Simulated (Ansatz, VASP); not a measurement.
# Ti3S2: VASP beside Ansatz

INCAR

```
SYSTEM = Ti3S2
PREC = Accurate
ENCUT = 520
EDIFF = 1E-6
ISMEAR = -1
SIGMA = 0.05
LREAL = .False.
LASPH = .True.
NELM = 60
ALGO = Normal
ISIF = 2
LWAVE = .False.
LCHARG = .True.
GGA = PE
LELF = .True.
LVHAR = .True.
NBANDS = 32
```

File KPOINTS:

```
regular mesh
0
Gamma
  6 6 6
  0 0 0
```

The input POSCAR:

```
Ti3S2
1.0
    2.7131139241      1.5664170544      3.2376184047
   -2.7131139241      1.5664170544      3.2376184047
    0.0000000000     -3.1328341088      3.2376184047
Ti S
3 2
Direct
    0.0000000000      0.3356550000      0.6643450000
    0.6643450000      0.0000000000      0.3356550000
    0.3356550000      0.6643450000      0.0000000000
    0.1678390000      0.1678390000      0.1678390000
    0.8321610000      0.8321610000      0.8321610000
```

input.yaml

```yaml
crystal:
  lattice:
    - [2.7131139241, 1.5664170544, 3.2376184047]
    - [-2.7131139241, 1.5664170544, 3.2376184047]
    - [0.0, -3.1328341088, 3.2376184047]
  atoms:
    - { symbol: Ti, position: [0.0, 0.335655, 0.664345] }
    - { symbol: Ti, position: [0.664345, 0.0, 0.335655] }
    - { symbol: Ti, position: [0.335655, 0.664345, 0.0] }
    - { symbol: S, position: [0.167839, 0.167839, 0.167839] }
    - { symbol: S, position: [0.832161, 0.832161, 0.832161] }
hamiltonian:
  xc: pbe
  pseudopotentials: { kind: paw }
kpoints:
  mp_grid: { grid: [6, 6, 6] }
  band_path:
    path:
      - [[0.0, 0.0, 0.0], [0.5, 0.0, 0.0], [0.5, 0.3227197041, -0.3227197041]]
      - [[0.6772802959, 0.5, 0.3227197041], [0.5, 0.5, 0.5], [0.0, 0.0, 0.0], [0.4113598521, 0.0, -0.4113598521]]
      - [[0.5886401479, 0.4113598521, 0.0], [0.5, 0.5, 0.0], [0.5886401479, 0.5886401479, 0.3227197041], [0.5, 0.5, 0.5]]
      - [[0.5, 0.0, 0.0], [0.6772802959, 0.4113598521, 0.4113598521]]
    npoints: 14
scf:
  occupations: { method: fermi_dirac, width: 0.05 }
  n_extra_bands: 12
output:
  forces: true
  stress: true
  eigenvalues: true
  fatbands: false
```

Alike in both runs: functional PBE; k mesh 6 × 6 × 6; occupations fermi-dirac, width 0.05 eV; no spin polarisation.

|  | VASP | Ansatz |
| --- | --- | --- |
| version | VASP 6.6.1 | Ansatz 0.2.0 |
| potentials or method | VASP PAW PBE potentials, release 64 (Ti_sv, S) | Ansatz PAW |
| plane-wave cutoff (eV) | 520 | 420 |
| valence electrons in the cell | 48 | 48 |
| task | single point | band structure |

|  | VASP | Ansatz | Ansatz less VASP |
| --- | --- | --- | --- |
| gap on the k mesh at the Fermi level (eV) | none | none | - |
| pressure (GPa) | 0.4 | 0.3 | -0.07 |
| traceless stress, the component that is largest in VASP (GPa) | -0.05 | -0.11 | -0.060 |
| rms of the force components (eV/Å) | 0.019 | 0.019 | -0.0005 |

Atom by atom the forces differ by 0.002 eV/Å (rms over components). A gap of «none» marks a metal or a gap that the smearing closes.
